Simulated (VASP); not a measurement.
# Hf8H2O17 in VASP: single point with PBE+D3(BJ)

Aim: the single point of Hf8H2O17 with PBE+D3(BJ).

All numbers are computed with VASP 6.6.1; they aren't measurements. Logs are shortened: lines on timing, memory, paths and dates and some standing lists are left out, and cuts for length are marked.

**1. The cell of the first run**

The cell holds a slab with vacuum, 27 atoms: a = 7.174 Å, b = 5.073 Å, c = 24.947 Å, α = 90.00°, β = 90.00°, γ = 90.00°.

**2. Single point, PBE+D3(BJ)**

Contents of INCAR:

```
SYSTEM = Hf8H2O17
ALGO = Normal
DIPOL = 0.5 0.5 0.449
EDIFF = 1E-6
ENCUT = 520
GGA = PE
GGA_COMPAT = .False.
IDIPOL = 3
ISIF = 2
ISMEAR = 0
IVDW = 12
LASPH = .True.
LCHARG = .True.
LDIPOL = .True.
LELF = .True.
LREAL = .False.
LVACPOTAV = .True.
LVHAR = .True.
LWAVE = .False.
NBANDS = 111
NELM = 120
NELMDL = -8
PREC = Accurate
SIGMA = 0.05
```

Contents of KPOINTS:

```
k-points
0
Gamma
  2 3 1
  0 0 0
```

Contents of POSCAR:

```
Hf8H2O17
1.0
    7.1741418973      0.0000000000      0.0000000000
    0.0000000000      5.0728843847      0.0000000000
    0.0000000000      0.0000000000     24.9467064229
Hf O H
8 17 2
Direct
    0.2500000000      0.5000000000      0.3206836151
    0.7500000000      0.5000000000      0.3206836151
    0.5000000000      0.0000000000      0.3925782950
    0.0000000000      0.0000000000      0.3925782950
    0.7481423566      0.4906866211      0.4687038221
    0.2505944328      0.5148664412      0.4691809047
    0.0032184207      0.0128558505      0.5278849242
    0.4691788910      0.0243152512      0.5353814594
    0.5000000000      0.7500000000      0.3206836151
    0.0000000000      0.7500000000      0.3206836151
    0.5000000000      0.2500000000      0.3206836151
    0.0000000000      0.2500000000      0.3206836151
    0.7500000000      0.2500000000      0.3925782950
    0.2500000000      0.2500000000      0.3925782950
    0.7500000000      0.7500000000      0.3925782950
    0.2500000000      0.7500000000      0.3925782950
   -0.0114669606      0.7722114850      0.4630816266
    0.5207766201      0.7723146602      0.4710199085
    0.0066986191      0.2751318534      0.4639964466
    0.4886049607      0.2805229406      0.4639864330
    0.2394866930      0.2585741776      0.5412132996
    0.7413542334      0.1919682298      0.5312358165
    0.2402750000      0.7669616143      0.5339516627
    0.8319441533      0.6822404534      0.5476952062
    0.5466265151      0.8791007973      0.6078709859
    0.7424345921      0.6910621210      0.5776905469
    0.4579067589      0.7757746019      0.6281930182
```

Potentials or basis: VASP PAW PBE potentials, release 64 (Hf_pv, O, H).

The run is started by

```console
$ cat potpaw_PBE.64/Hf_pv/POTCAR potpaw_PBE.64/O/POTCAR potpaw_PBE.64/H/POTCAR > POTCAR
$ mpirun -np 1 vasp_std > vasp.out
```

OUTCAR:

```text
SYSTEM = Hf8H2O17
   EDIFF = 1E-6
   ENCUT = 520
   GGA = PE
   ISIF = 2
   ISMEAR = 0
   IVDW = 12
   LASPH = .True.
   LREAL = .False.
   NELM = 120
   NELMDL = -8
   PREC = Accurate
 IVDW          = 12

 ion  position               nearest neighbor table
   1  0.250  0.500  0.321-  14 2.20  16 2.20  11 2.20  12 2.20   9 2.20  10 2.20   3 3.59   4 3.59
                             3 3.59   4 3.59   2 3.59   2 3.59   6 3.71
   2  0.750  0.500  0.321-  13 2.20  15 2.20  11 2.20  12 2.20   9 2.20  10 2.20   3 3.59   4 3.59
                             3 3.59   4 3.59   1 3.59   1 3.59   5 3.69
   3  0.500  0.000  0.393-   9 2.20  11 2.20  13 2.20  14 2.20  15 2.20  16 2.20  18 2.28  20 2.28
                             8 3.57   2 3.59   1 3.59   1 3.59   2 3.59   4 3.59   4 3.59   6 3.59
   4  0.000  0.000  0.393-  17 2.11  12 2.20  10 2.20  14 2.20  15 2.20  16 2.20  13 2.20  19 2.26
                             7 3.38   2 3.59   1 3.59   1 3.59   2 3.59   3 3.59   3 3.59   6 3.60
   5  0.748  0.491  0.469-  20 2.15  19 2.16  18 2.17  22 2.18  17 2.24  13 2.26  24 2.28  15 2.31
                             7 3.38   8 3.52   7 3.54   6 3.57   3 3.60   6 3.61   4 3.61   3 3.67
   6  0.251  0.515  0.469-  23 2.06  20 2.08  19 2.13  21 2.22  16 2.25  17 2.29  14 2.34  18 2.34
                             8 3.37   7 3.42   7 3.43   8 3.44   5 3.57   3 3.59   4 3.60   5 3.61
   7  0.003  0.013  0.528-  17 2.03  19 2.08  22 2.09  23 2.11  21 2.13  24 2.14   8 3.35   4 3.38
                             5 3.38   6 3.42   6 3.43   5 3.54   8 3.84
   8  0.469  0.024  0.535-  25 2.03  21 2.04  18 2.09  23 2.10  22 2.13  20 2.21   7 3.35   6 3.37
                             6 3.44   5 3.52   3 3.57   5 3.76   7 3.84
   9  0.500  0.750  0.321-   3 2.20   2 2.20   1 2.20
  10  0.000  0.750  0.321-   4 2.20   2 2.20   1 2.20
  11  0.500  0.250  0.321-   3 2.20   2 2.20   1 2.20
  12  0.000  0.250  0.321-   4 2.20   2 2.20   1 2.20
  13  0.750  0.250  0.393-   2 2.20   3 2.20   4 2.20   5 2.26
  14  0.250  0.250  0.393-   1 2.20   3 2.20   4 2.20   6 2.34
  15  0.750  0.750  0.393-   2 2.20   3 2.20   4 2.20   5 2.31
  16  0.250  0.750  0.393-   1 2.20   3 2.20   4 2.20   6 2.25
  17  0.989  0.772  0.463-   7 2.03   4 2.11   5 2.24   6 2.29
  18  0.521  0.772  0.471-   8 2.09   5 2.17   3 2.28   6 2.34
  19  0.007  0.275  0.464-   7 2.08   6 2.13   5 2.16   4 2.26
  20  0.489  0.281  0.464-   6 2.08   5 2.15   8 2.21   3 2.28
  21  0.239  0.259  0.541-   8 2.04   7 2.13   6 2.22
  22  0.741  0.192  0.531-   7 2.09   8 2.13   5 2.18
  23  0.240  0.767  0.534-   6 2.06   8 2.10   7 2.11
  24  0.832  0.682  0.548-  26 0.99   7 2.14   5 2.28
  25  0.547  0.879  0.608-  27 0.97   8 2.03
  26  0.742  0.691  0.578-  24 0.99
  27  0.458  0.776  0.628-  25 0.97

  LATTYP: Found a simple orthorhombic cell.
 ALAT       =     5.0728843847
 B/A-ratio  =     1.4142135624
 C/A-ratio  =     4.9176572007

  Lattice vectors:

 A1 = (   0.0000000000,  -5.0728843847,   0.0000000000)
 A2 = (   7.1741418973,   0.0000000000,   0.0000000000)
 A3 = (   0.0000000000,   0.0000000000,  24.9467064229)

Analysis of symmetry for initial positions (statically):
=====================================================================
 Subroutine PRICEL returns:
 Original cell was already a primitive cell.

 Routine SETGRP: Setting up the symmetry group for a
 simple orthorhombic supercell.

 Subroutine GETGRP returns: Found  1 space group operations
 (whereof  1 operations were pure point group operations)
 out of a pool of  8 trial point group operations.

The static configuration has the point symmetry C_1 .

Analysis of symmetry for dynamics (positions and initial velocities):
=====================================================================
 Subroutine PRICEL returns:
 Original cell was already a primitive cell.

 Routine SETGRP: Setting up the symmetry group for a
 simple orthorhombic supercell.

 Subroutine GETGRP returns: Found  1 space group operations
 (whereof  1 operations were pure point group operations)
 out of a pool of  8 trial point group operations.

The dynamic configuration has the point symmetry C_1 .

 Subroutine INISYM returns: Found  1 space group operations
 (whereof  1 operations are pure point group operations),
 and found     1 'primitive' translations

----------------------------------------------------------------------------------------

                                     Primitive cell

  volume of cell :     907.9003

  direct lattice vectors                    reciprocal lattice vectors
     7.174141897  0.000000000  0.000000000     0.139389493  0.000000000  0.000000000
     0.000000000  5.072884385  0.000000000     0.000000000  0.197126511  0.000000000
[... 76 lines left out ...]
     0.000000000  0.065708837  0.000000000     0.000000000  0.333333333  0.000000000
     0.000000000  0.000000000  0.040085452     0.000000000  0.000000000  1.000000000

  Length of vectors
     0.069694746  0.065708837  0.040085452

  Shift w.r.t. Gamma in fractional coordinates (k-lattice)
     0.000000000  0.000000000  0.000000000

 Subroutine IBZKPT returns following result:
 ===========================================

 Found      4 irreducible k-points:

 Following reciprocal coordinates:
            Coordinates               Weight
  0.000000  0.000000  0.000000      1.000000
  0.500000  0.000000  0.000000      1.000000
  0.000000  0.333333  0.000000      2.000000
  0.500000  0.333333  0.000000      2.000000
   k-points           NKPTS =      4   k-points in BZ     NKDIM =      4   number of bands    NBANDS=    111
   number of dos      NEDOS =    301   number of ions     NIONS =     27
   total plane-waves  NPLWV = 414720
   dimension x,y,z NGX =    54 NGY =   40 NGZ =  192
   dimension x,y,z NGXF=   108 NGYF=   80 NGZF=  384
   ions per type =               8  17   2
   NGX,Y,Z   is equivalent  to a cutoff of  12.51, 13.11, 12.79 a.u.
   NGXF,Y,Z  is equivalent  to a cutoff of  25.03, 26.22, 25.59 a.u.
 SYSTEM =  Hf8H2O17
   PREC   = accura    normal or accurate (medium, high low for compatibility)
   ISTART =      0    job   : 0-new  1-cont  2-samecut
   ICHARG =      2    charge: 1-file 2-atom 10-const
   ISPIN  =      1    spin polarized calculation?
   LNONCOLLINEAR =      F non collinear calculations
   LSORBIT =      F    spin-orbit coupling
   LASPH  =      T    aspherical Exc in radial PAW
   ENCUT  =  520.0 eV  38.22 Ry    6.18 a.u.  13.34  9.43 46.38*2*pi/ulx,y,z
   NELM   =    120;   NELMIN=  2; NELMDL= -8     # of ELM steps
   EDIFF  = 0.1E-05   stopping-criterion for ELM
   LREAL  =      F    real-space projection
   EDIFFG = 0.1E-04   stopping-criterion for IOM
   NSW    =      0    number of steps for IOM
   IBRION =     -1    ionic relax: 0-MD 1-quasi-New 2-CG
   NFREE  =      0    steps in history (QN), initial steepest desc. (CG)
   ISIF   =      2    stress and relaxation
   ISYM   =      2    0-nonsym 1-usesym 2-fastsym
   POTIM  = 0.5000    time-step for ionic-motion
   TEBEG  =    0.0;   TEEND  =   0.0 temperature during run
   PSTRESS=    0.0 pullay stress
   NELECT =     184.0000    total number of electrons
   NUPDOWN=      -1.0000    fix difference up-down
   EMIN   =  10.00;   EMAX   =-10.00  energy-range for DOS
   EFERMI =   0.00;   METHOD = LEGACY
   ISMEAR =     0;   SIGMA  =   0.05  broadening in eV -4-tet -1-fermi 0-gaus
   EFERMI_NEDOS =   21; number of points for ismear=-14 and -15
   IALGO  =     38    algorithm
   IMIX   =      4    mixing-type and parameters
     AMIX     =   0.40;   BMIX     =  1.00
     AMIX_MAG =   1.60;   BMIX_MAG =  1.00
  volume/ion in A,a.u.               =      33.63       226.92
  Fermi-wavevector in a.u.,A,eV,Ry     =   0.961615  1.817190 12.581363  0.924704
  Thomas-Fermi vector in A             =   2.091003
   LORBIT       =      0    0 simple, 1 ext, 2 COOP (PROOUT), +10 PAW based schemes
   GGA     = PE    functional components
   LHFCALC =     F    Hartree Fock is set to
   AEXX    =    0.0000 exact exchange contribution
   IVDW    =    12    specifies the selected vdW correction
   LEPSILON=     F    determine dielectric tensor
   LRPA    =     F    only Hartree local field effects (RPA)
 non-spin polarized calculation
 Gauss-broadening in eV      SIGMA  =   0.05
  energy-cutoff  :      520.00
  volume of cell :      907.90
 maximum number of plane-waves:     24485
 NGX is ok and might be reduce to    54
   NGX = 27   NGY = 19   NGZ = 93

 dipolmoment           0.000000      0.000000     -0.000053 electrons x Angstroem

 number of electron     183.9999982 magnetization

 dipolmoment           0.000000      0.000000      0.262296 electrons x Angstroem

 Free energy of the ion-electron system (eV)
  ---------------------------------------------------
  ext. energy  EPLUGINS =         0.00000000
  ---------------------------------------------------
  free energy    TOTEN  =      -250.10880385 eV

  energy without entropy =     -250.10880385  energy(sigma->0) =     -250.10880385

 E-fermi :  -1.2057     XC(G=0):  -4.2562

 val. band max:       -1.4371730409   @ k =   0.0000   0.0000   0.0000
 cond. band min:       0.2226018361   @ k =   0.0000   0.0000   0.0000
 fundamental gap:      1.6597748770
 Fermi energy:        -1.2056627884

 k-point     1 :       0.0000    0.0000    0.0000
  band No.  band energies     occupation
      1     -32.9679      2.00000
      2     -32.9582      2.00000
      3     -32.7510      2.00000
      4     -32.7134      2.00000
      5     -32.6416      2.00000
      6     -32.6333      2.00000
[... 417 lines left out ...]
    103       2.2610      0.00000
    104       2.4376      0.00000
 [bands above 104 left out]

------------------------ aborting loop because EDIFF is reached ----------------------------------------

 Edisp (eV)   -4.09028

 E8    (eV) :    -1.8090

  FORCE on cell =-STRESS in cart. coord.  units (eV):
  Direction    XX          YY          ZZ          XY          YZ          ZX
  --------------------------------------------------------------------------------------
  -------------------------------------------------------------------------------------
  Total     -27.20751    -2.63473   -13.37130    -1.12040    -0.06900    -0.12824
  in kB     -48.01327    -4.64952   -23.59641    -1.97718    -0.12177    -0.22630
  external pressure =      -25.42 kB  Pullay stress =        0.00 kB

 VOLUME and BASIS-vectors are now :
 -----------------------------------------------------------------------------
  energy-cutoff  :      520.00
  volume of cell :      907.90
      direct lattice vectors                 reciprocal lattice vectors
     7.174141897  0.000000000  0.000000000     0.139389493  0.000000000  0.000000000
     0.000000000  5.072884385  0.000000000     0.000000000  0.197126511  0.000000000
     0.000000000  0.000000000 24.946706423     0.000000000  0.000000000  0.040085452

 POSITION                                       TOTAL-FORCE (eV/Angst)
 -----------------------------------------------------------------------------------
      1.79354      2.53644      8.00000        -0.088993     -0.337236      4.642074
      5.38061      2.53644      8.00000         0.086128      0.122945      4.612157
      3.58707      0.00000      9.79354         0.114511      0.306975     -2.186951
      0.00000      0.00000      9.79354        -0.013547      0.335367     -2.905889
      5.36728      2.48920     11.69262         0.026120     -0.016905     -0.028829
      1.79780      2.61186     11.70452        -0.027343     -0.022799     -0.009538
[... 19 lines left out ...]
      5.32633      3.50568     14.41148        -0.033494      0.004997      0.037961
      3.28509      3.93541     15.67135        -0.068758     -0.073385      0.091579
 -----------------------------------------------------------------------------------
    total drift:                               -0.001554      0.000233     -0.000204

  FREE ENERGIE OF THE ION-ELECTRON SYSTEM (eV)
  ---------------------------------------------------
  free  energy   TOTEN  =      -254.1990797051 eV

  energy  without entropy=     -254.1990797051  energy(sigma->0) =     -254.19907971

 vacuum level on the upper side and lower side of the slab         3.390         2.086
```

Wall time 46 min (1 thread of Intel Xeon 8259CL, shared host); peak memory 0.97 GiB.

Results:

```yaml
Free_energy: -254.1991 eV
Largest_force: 4.655 eV/Å
Band_gap_on_the_k_mesh: 1.66 eV
Dispersion_energy_per_atom: -0.151 eV
```

Forces in eV/Å, atoms in the order of the input:
```
Hf  -0.089 -0.337  4.642
Hf   0.086  0.123  4.612
Hf   0.115  0.307 -2.187
Hf  -0.014  0.335 -2.906
Hf   0.026 -0.017 -0.029
Hf  -0.027 -0.023 -0.010
Hf   0.003 -0.061 -0.184
Hf  -0.003 -0.020 -0.094
O   -0.078 -0.971 -0.835
O    0.084 -0.988 -0.815
O    0.089  1.015 -0.848
O   -0.097  1.224 -1.110
O   -0.058  0.312  0.481
O   -0.094  0.236 -0.528
O   -0.400 -0.808 -0.447
O    0.452 -0.448  0.666
O    0.017  0.047 -0.012
O    0.002 -0.002  0.019
O    0.002 -0.020  0.041
O   -0.017  0.010  0.037
O    0.012 -0.088 -0.089
O    0.001 -0.028 -0.077
O    0.012  0.092 -0.115
O    0.068  0.073 -0.137
O    0.012  0.105 -0.205
H   -0.033  0.005  0.038
H   -0.069 -0.073  0.092
```

Levels at points of the mesh, in eV from the valence-band top:
| k point | band 89 | band 90 | band 91 | band 92 | band 93 | band 94 | band 95 | band 96 |
| --- | --- | --- | --- | --- | --- | --- | --- | --- |
| (0.00, 0.00, 0.00) | -1.33 | -1.23 | -0.40 | 0.00 | 1.66 | 2.30 | 2.75 | 2.95 |
| (0.50, 0.00, 0.00) | -1.32 | -1.17 | -0.14 | -0.10 | 1.98 | 2.00 | 2.85 | 3.18 |

Caveat: the k points lie up to 0.44 Å⁻¹ apart; spin-orbit coupling is left out, which moves the levels of the heavy elements.
